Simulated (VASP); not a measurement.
# Na (Im-3m) in VASP: a series of runs

Runs on Na. Level: PBE. Tasks: single point.

Everything below comes from runs of VASP 6.6.1. Logs are shortened: lines on timing, memory, paths and dates and some standing lists are left out, and cuts for length are marked.

## 1. The cell of the first run

The structure is cubic, space group Im-3m (No. 229). Conventional cell: a = 4.253 Å, b = 4.253 Å, c = 4.253 Å, α = 90.00°, β = 90.00°, γ = 90.00°. Na (site symmetry m-3m) has 14 Na at 3.68 to 4.25 Å within 4.8 Å.

## 2. Single point, PBE

Contents of INCAR:

```
SYSTEM = Na
ALGO = Normal
EDIFF = 1E-6
ENCUT = 520
GGA = PE
ISIF = 2
ISMEAR = -1
LASPH = .TRUE.
LCHARG = .FALSE.
LREAL = .FALSE.
LWAVE = .FALSE.
NBANDS = 10
NELM = 80
PREC = Accurate
SIGMA = 0.06122561905347299
```

Contents of KPOINTS:

```
k-points
0
G
  37 37 37
  0 0 0
```

Contents of POSCAR:

```
Na
1.0
   -2.1267166681      2.1267166681      2.1267166681
    2.1267166681     -2.1267166681      2.1267166681
    2.1267166681      2.1267166681     -2.1267166681
Na
1
Direct
    0.0000000000      0.0000000000      0.0000000000
```

Potentials or basis: VASP PAW PBE potentials, release 64 (Na_pv).

Command:

```bash
> cat potpaw_PBE.64/Na_pv/POTCAR > POTCAR
> mpirun -np 1 vasp_std > vasp.out
```

OUTCAR:

```text
SYSTEM = Na
   EDIFF = 1E-6
   ENCUT = 520
   GGA = PE
   ISIF = 2
   ISMEAR = -1
   LASPH = .TRUE.
   LREAL = .FALSE.
   NELM = 80
   PREC = Accurate

 ion  position               nearest neighbor table
   1  0.000  0.000  0.000-

  LATTYP: Found a body centered cubic cell.
 ALAT       =     4.2534333362

  Lattice vectors:

 A1 = (  -2.1267166681,   2.1267166681,   2.1267166681)
 A2 = (   2.1267166681,  -2.1267166681,   2.1267166681)
 A3 = (   2.1267166681,   2.1267166681,  -2.1267166681)

Analysis of symmetry for initial positions (statically):
=====================================================================
 Subroutine PRICEL returns:
 Original cell was already a primitive cell.

 Routine SETGRP: Setting up the symmetry group for a
 body centered cubic supercell.

 Subroutine GETGRP returns: Found 48 space group operations
 (whereof 48 operations were pure point group operations)
 out of a pool of 48 trial point group operations.

The static configuration has the point symmetry O_h .

Analysis of symmetry for dynamics (positions and initial velocities):
=====================================================================
 Subroutine PRICEL returns:
 Original cell was already a primitive cell.

 Routine SETGRP: Setting up the symmetry group for a
 body centered cubic supercell.

 Subroutine GETGRP returns: Found 48 space group operations
 (whereof 48 operations were pure point group operations)
 out of a pool of 48 trial point group operations.

The dynamic configuration has the point symmetry O_h .

 Subroutine INISYM returns: Found 48 space group operations
 (whereof 48 operations are pure point group operations),
 and found     1 'primitive' translations

----------------------------------------------------------------------------------------

                                     Primitive cell

  volume of cell :      38.4759

  direct lattice vectors                    reciprocal lattice vectors
    -2.126716668  2.126716668  2.126716668     0.000000000  0.235104190  0.235104190
     2.126716668 -2.126716668  2.126716668     0.235104190  0.000000000  0.235104190
     2.126716668  2.126716668 -2.126716668     0.235104190  0.235104190  0.000000000

  length of vectors
     3.683581322  3.683581322  3.683581322     0.332487534  0.332487534  0.332487534

  position of ions in fractional coordinates (direct lattice)
     0.000000000  0.000000000  0.000000000

  ion indices of the primitive-cell ions
   primitive index   ion index
                 1           1

----------------------------------------------------------------------------------------

 KPOINTS: k-points

Automatic generation of k-mesh.
 Grid dimensions read from file:
 generate k-points for:   37   37   37

 Generating k-lattice:

  Cartesian coordinates                     Fractional coordinates (reciprocal lattice)
     0.000000000  0.006354167  0.006354167     0.027027027  0.000000000  0.000000000
     0.006354167  0.000000000  0.006354167     0.000000000  0.027027027  0.000000000
     0.006354167  0.006354167  0.000000000     0.000000000  0.000000000  0.027027027

  Length of vectors
     0.008986150  0.008986150  0.008986150

  Shift w.r.t. Gamma in fractional coordinates (k-lattice)
     0.000000000  0.000000000  0.000000000

 Subroutine IBZKPT returns following result:
 ===========================================

 Found   1330 irreducible k-points:

 Following reciprocal coordinates:
            Coordinates               Weight
  0.000000  0.000000  0.000000      1.000000
  0.027027  0.000000  0.000000     12.000000
  0.054054  0.000000  0.000000     12.000000
  0.081081  0.000000  0.000000     12.000000
  0.108108  0.000000  0.000000     12.000000
  0.135135  0.000000  0.000000     12.000000
[... 16 lines left out ...]
  0.108108  0.027027 -0.000000     48.000000
  0.135135  0.027027  0.000000     48.000000
 [... further k-points ...]
   k-points           NKPTS =   1330   k-points in BZ     NKDIM =   1330   number of bands    NBANDS=     10
   number of dos      NEDOS =    301   number of ions     NIONS =      1
   total plane-waves  NPLWV =  21952
   dimension x,y,z NGX =    28 NGY =   28 NGZ =   28
   dimension x,y,z NGXF=    56 NGYF=   56 NGZF=   56
   ions per type =               1
   NGX,Y,Z   is equivalent  to a cutoff of  12.64, 12.64, 12.64 a.u.
   NGXF,Y,Z  is equivalent  to a cutoff of  25.27, 25.27, 25.27 a.u.
 SYSTEM =  Na
   PREC   = accura    normal or accurate (medium, high low for compatibility)
   ISTART =      0    job   : 0-new  1-cont  2-samecut
   ICHARG =      2    charge: 1-file 2-atom 10-const
   ISPIN  =      1    spin polarized calculation?
   LNONCOLLINEAR =      F non collinear calculations
   LSORBIT =      F    spin-orbit coupling
   LASPH  =      T    aspherical Exc in radial PAW
   ENCUT  =  520.0 eV  38.22 Ry    6.18 a.u.   6.85  6.85  6.85*2*pi/ulx,y,z
   NELM   =     80;   NELMIN=  2; NELMDL= -5     # of ELM steps
   EDIFF  = 0.1E-05   stopping-criterion for ELM
   LREAL  =      F    real-space projection
   EDIFFG = 0.1E-04   stopping-criterion for IOM
   NSW    =      0    number of steps for IOM
   IBRION =     -1    ionic relax: 0-MD 1-quasi-New 2-CG
   NFREE  =      0    steps in history (QN), initial steepest desc. (CG)
   ISIF   =      2    stress and relaxation
   ISYM   =      2    0-nonsym 1-usesym 2-fastsym
   POTIM  = 0.5000    time-step for ionic-motion
   TEBEG  =    0.0;   TEEND  =   0.0 temperature during run
   PSTRESS=    0.0 pullay stress
   NELECT =       7.0000    total number of electrons
   NUPDOWN=      -1.0000    fix difference up-down
   EMIN   =  10.00;   EMAX   =-10.00  energy-range for DOS
   EFERMI =   0.00;   METHOD = LEGACY
   ISMEAR =    -1;   SIGMA  =   0.06  broadening in eV -4-tet -1-fermi 0-gaus
   EFERMI_NEDOS =   21; number of points for ismear=-14 and -15
   IALGO  =     38    algorithm
   IMIX   =      4    mixing-type and parameters
     AMIX     =   0.40;   BMIX     =  1.00
     AMIX_MAG =   1.60;   BMIX_MAG =  1.00
  volume/ion in A,a.u.               =      38.48       259.65
  Fermi-wavevector in a.u.,A,eV,Ry     =   0.927637  1.752979 11.707945  0.860510
  Thomas-Fermi vector in A             =   2.053728
   LORBIT       =      0    0 simple, 1 ext, 2 COOP (PROOUT), +10 PAW based schemes
   GGA     = PE    functional components
   LHFCALC =     F    Hartree Fock is set to
   AEXX    =    0.0000 exact exchange contribution
   IVDW    =     0    specifies the selected vdW correction
   LEPSILON=     F    determine dielectric tensor
   LRPA    =     F    only Hartree local field effects (RPA)
 non-spin polarized calculation
  energy-cutoff  :      520.00
  volume of cell :       38.48
 maximum number of plane-waves:      1055
   NGX = 13   NGY = 13   NGZ = 13

 number of electron       7.0000013 magnetization

 Free energy of the ion-electron system (eV)
  ---------------------------------------------------
  ext. energy  EPLUGINS =         0.00000000
  ---------------------------------------------------
  free energy    TOTEN  =        -1.31265026 eV

  energy without entropy =       -1.30670128  energy(sigma->0) =       -1.30967577

 E-fermi :   0.2305     XC(G=0):  -6.4063

 val. band max:        0.2274063442   @ k =  -0.2973   0.4595   0.1081
 cond. band min:       0.2358701101   @ k =   0.3784   0.0541   0.0541
 fundamental gap:      0.0084637659
 Fermi energy:         0.2305240302

 k-point     1 :       0.0000    0.0000    0.0000
  band No.  band energies     occupation
      1     -24.7072      2.00000
      2     -24.7072      2.00000
      3     -24.7072      2.00000
      4      -2.9765      2.00000
      5      11.7169      0.00000
      6      11.7170      0.00000
      7      11.7170      0.00000
      8      12.6971      0.00000
      9      12.6971      0.00000
     10      13.2379      0.00000

 k-point     2 :       0.0270    0.0000    0.0000
  band No.  band energies     occupation
      1     -24.7074      2.00000
      2     -24.7072      2.00000
      3     -24.7072      2.00000
      4      -2.9639      2.00000
      5      11.5122      0.00000
      6      11.6066      0.00000
      7      11.6523      0.00000
      8      12.4357      0.00000
      9      12.5080      0.00000
     10      13.3497      0.00000

 k-point     3 :       0.0541    0.0000    0.0000
  band No.  band energies     occupation
      1     -24.7080      2.00000
      2     -24.7075      2.00000
      3     -24.7072      2.00000
      4      -2.9263      2.00000
      5      10.9675      0.00000
      6      11.3495      0.00000
      7      11.4869      0.00000
      8      12.1844      0.00000
      9      12.2527      0.00000
     10      13.4256      0.00000

 k-point     4 :       0.0811    0.0000    0.0000
  band No.  band energies     occupation
      1     -24.7091      2.00000
      2     -24.7078      2.00000
      3     -24.7071      2.00000
      4      -2.8636      2.00000
      5      10.2966      0.00000
      6      11.0402      0.00000
      7      11.2701      0.00000
      8      11.8531      0.00000
      9      12.1449      0.00000
     10      13.4723      0.00000

 k-point     5 :       0.1081    0.0000    0.0000
  band No.  band energies     occupation
      1     -24.7106      2.00000
      2     -24.7083      2.00000
      3     -24.7071      2.00000
      4      -2.7760      2.00000
      5       9.5999      0.00000
      6      10.7216      0.00000
      7      11.0349      0.00000
      8      11.5347      0.00000
      9      12.0352      0.00000
     10      13.5015      0.00000

 k-point     6 :       0.1351    0.0000    0.0000
  band No.  band energies     occupation
      1     -24.7125      2.00000
      2     -24.7089      2.00000
      3     -24.7071      2.00000
      4      -2.6635      2.00000
      5       8.9048      0.00000
      6      10.4108      0.00000
      7      10.7989      0.00000
      8      11.2347      0.00000
      9      11.9049      0.00000
     10      13.5562      0.00000
[... 183 lines left out ...]
 k-point    21 :       0.0541    0.0270    0.0000
  band No.  band energies     occupation
      1     -24.7087      2.00000
      2     -24.7076      2.00000
      3     -24.7072      2.00000
      4      -2.8887      2.00000
      5      10.6259      0.00000
      6      10.9617      0.00000
      7      11.3732      0.00000
      8      12.0091      0.00000
      9      12.2966      0.00000
     10      13.3604      0.00000

 k-point    22 :       0.0811    0.0270   -0.0000
  band No.  band energies     occupation
      1     -24.7100      2.00000
      2     -24.7080      2.00000
      3     -24.7072      2.00000
      4      -2.8135      2.00000
      5       9.9450      0.00000
      6      10.6404      0.00000
      7      11.1409      0.00000
      8      11.7660      0.00000
      9      12.1798      0.00000
     10      13.3301      0.00000

 k-point    23 :       0.1081    0.0270   -0.0000
  band No.  band energies     occupation
      1     -24.7117      2.00000
      2     -24.7086      2.00000
      3     -24.7072      2.00000
      4      -2.7134      2.00000
      5       9.2516      0.00000
      6      10.3269      0.00000
      7      10.8980      0.00000
      8      11.4913      0.00000
      9      12.0705      0.00000
     10      13.3278      0.00000

 k-point    24 :       0.1351    0.0270    0.0000
  band No.  band energies     occupation
      1     -24.7136      2.00000
      2     -24.7093      2.00000
      3     -24.7072      2.00000
      4      -2.5886      2.00000
      5       8.5638      0.00000
      6      10.0277      0.00000
      7      10.6588      0.00000
      8      11.2164      0.00000
      9      11.9441      0.00000
     10      13.3651      0.00000

 [... further k-points ...]

------------------------ aborting loop because EDIFF is reached ----------------------------------------

  FORCE on cell =-STRESS in cart. coord.  units (eV):
  Direction    XX          YY          ZZ          XY          YZ          ZX
  --------------------------------------------------------------------------------------
  -------------------------------------------------------------------------------------
  Total       -0.0748306     -0.0748306     -0.0748306      0.0000000      0.0000000     -0.0000000
  in kB       -3.1160235     -3.1160235     -3.1160235      0.0000000      0.0000000     -0.0000000
  external PRESSURE =      -3.1160235 kB  Pullay stress =       0.0000000 kB

 VOLUME and BASIS-vectors are now :
 -----------------------------------------------------------------------------
  energy-cutoff  :      520.00
  volume of cell :       38.48
      direct lattice vectors                 reciprocal lattice vectors
    -2.126716668  2.126716668  2.126716668     0.000000000  0.235104190  0.235104190
     2.126716668 -2.126716668  2.126716668     0.235104190  0.000000000  0.235104190
     2.126716668  2.126716668 -2.126716668     0.235104190  0.235104190  0.000000000

 POSITION                                       TOTAL-FORCE (eV/Angst)
 -----------------------------------------------------------------------------------
      0.00000      0.00000      0.00000         0.000000      0.000000     -0.000000
 -----------------------------------------------------------------------------------
    total drift:                               -0.000000     -0.000000     -0.000000

  FREE ENERGIE OF THE ION-ELECTRON SYSTEM (eV)
  ---------------------------------------------------
  free  energy   TOTEN  =        -1.3126502579 eV

  energy  without entropy=       -1.3067012802  energy(sigma->0) =       -1.30967577
```

Run time: 2.6 min. Hardware: 1 thread of Intel Xeon Platinum 8488C (Sapphire Rapids), shared host; peak memory 0.49 GiB.

Results:

* Free energy: -1.3127 eV
* Pressure: -0.3 GPa
* Band gap on the k mesh: zero (an odd number of electrons rules out a gap without spin polarisation)

## 3. Single point, PBE

This run uses another cell than the first one, of 39.22 Å³/atom.

Contents of INCAR:

```
SYSTEM = Na
  PREC = Accurate
  ENCUT = 520
  EDIFF = 1E-6
  ISMEAR = -1
  SIGMA = 0.06122561905347299
  LREAL = .FALSE.
  LASPH = .TRUE.
  NELM = 100
  ALGO = Normal
  ISIF = 2
  LWAVE = .FALSE.
  LCHARG = .FALSE.
  GGA = PE
  NBANDS = 10
```

Contents of KPOINTS:

```
Automatic mesh
0
G
  37 37 37
  0 0 0
```

Contents of POSCAR:

```
Na
1.0
   -2.1402629994      2.1402629994      2.1402629994
    2.1402629994     -2.1402629994      2.1402629994
    2.1402629994      2.1402629994     -2.1402629994
Na
1
Direct
    0.0000000000      0.0000000000      0.0000000000
```

Potentials or basis: VASP PAW PBE potentials, release 64 (Na_pv).

Command:

```bash
> cat potpaw_PBE.64/Na_pv/POTCAR > POTCAR
> mpirun -np 1 vasp_std > vasp.out
```

Wall time 2.4 min (1 thread of Intel Xeon Platinum 8488C (Sapphire Rapids), shared host); peak memory 0.5 GiB.

It converged, with:

* Free energy: -1.3111 eV
* Pressure: -0.4 GPa
* Band gap on the k mesh: zero (an odd number of electrons rules out a gap without spin polarisation)

Levels at points of the mesh, in eV from the Fermi level:
| k point | band 1 | band 2 | band 3 | band 4 | band 5 | band 6 | band 7 |
| --- | --- | --- | --- | --- | --- | --- | --- |
| (0.00, 0.00, 0.00) | -24.95 | -24.95 | -24.95 | -3.17 | 11.37 | 11.37 | 11.37 |
